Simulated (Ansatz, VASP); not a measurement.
## One calculation of GaP, two programs

File INCAR:

```
SYSTEM = GaP
  PREC = Accurate
  ENCUT = 500
  EDIFF = 1E-6
  ISMEAR = 0
  SIGMA = 0.01
  LREAL = .FALSE.
  LASPH = .TRUE.
  NELM = 120
  ALGO = Normal
  ISIF = 2
  LWAVE = .FALSE.
  LCHARG = .FALSE.
  NBANDS = 16
  GGA_COMPAT = .FALSE.
```

Contents of KPOINTS:

```
Automatic mesh
0
G
  7 7 7
  0 0 0
```

The input POSCAR:

```
GaP
1.0
    3.8540860000      0.0000000000      0.0000000000
    1.9270430000      3.3377363844      0.0000000000
    1.9270430000      1.1125787948      3.1468480416
Ga P
1 1
Direct
    0.0000000000      0.0000000000      0.0000000000
    0.2500000000      0.2500000000      0.2500000000
```

Input for Ansatz:

```yaml
crystal:
  lattice:
    a: 3.854086
    b: 3.854086
    c: 3.854086
    alpha: 60.0
    beta: 60.0
    gamma: 60.0
  atoms:
    - { symbol: Ga, position: [0.0, 0.0, 0.0] }
    - { symbol: P, position: [0.25, 0.25, 0.25] }
kpoints:
  mp_grid:
    grid: [7, 7, 7]
hamiltonian:
  xc: lda
scf:
  n_extra_bands: 10
  occupations:
    method: fixed
output:
  dos:
    de: 0.1
    method:
      smearing:
        sigma: 0.15
    projected: true
```

Alike in both runs: task single point; functional LDA; k mesh 7 × 7 × 7; no spin polarisation.

|  | VASP | Ansatz |
| --- | --- | --- |
| version | VASP 6.6.1 | Ansatz 0.2.0 |
| potentials or method | VASP PAW LDA potentials, release 64 (Ga_d, P) | plane waves, PAW |
| plane-wave cutoff (eV) | 500 | 420 |
| occupations | gaussian, width 0.01 eV | fixed |
| valence electrons in the cell | 18 | 18 |

```tsv
	VASP	Ansatz	Ansatz less VASP
gap on the k mesh at the Fermi level (eV)	1.44	1.44	-0.001
```

LDA's correlation is that of Perdew and Zunger in VASP and of Perdew and Wang (1992) in Ansatz.
